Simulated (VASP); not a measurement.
Sr, 2 atoms in the cell. The structure is tetragonal, space group I4_1/amd (No. 141). Conventional cell: a = 7.413 Å, b = 7.413 Å, c = 4.042 Å, α = 90.00°, β = 90.00°, γ = 90.00°. Within 5.0 Å of Sr (site symmetry -4m2) lie 10 Sr at 3.84 to 4.79 Å. 

* Program: VASP 6.6.1
* Task: single point
* Functional: PBE
* Potentials or basis: VASP PAW PBE potentials, release 64 (Sr_sv)
* Cutoff: 520 eV
* k mesh: 8 × 8 × 8
* Occupations: fermi-dirac, width 0.05 eV
* Spin: no spin polarisation
* Dipole correction: no
* Further INCAR settings: ALGO = Normal; EDIFF = 1e-06; NBANDS = 17

Potentials or basis: VASP PAW PBE potentials, release 64 (Sr_sv).

The run is started by

```bash
$ cat potpaw_PBE.64/Sr_sv/POTCAR > POTCAR
$ mpirun -np 1 vasp_std > vasp.out
```

Hardware: 1 thread of Intel(R) Xeon(R) 6975P-C (Granite Rapids), on a shared host.

Task: How long does it take, and how much memory?

Result: It took 53 s on 1 thread of Intel(R) Xeon(R) 6975P-C (Granite Rapids), with other jobs on the host, peak memory 0.3 GiB. Counts: scf iterations 11, k points 59.
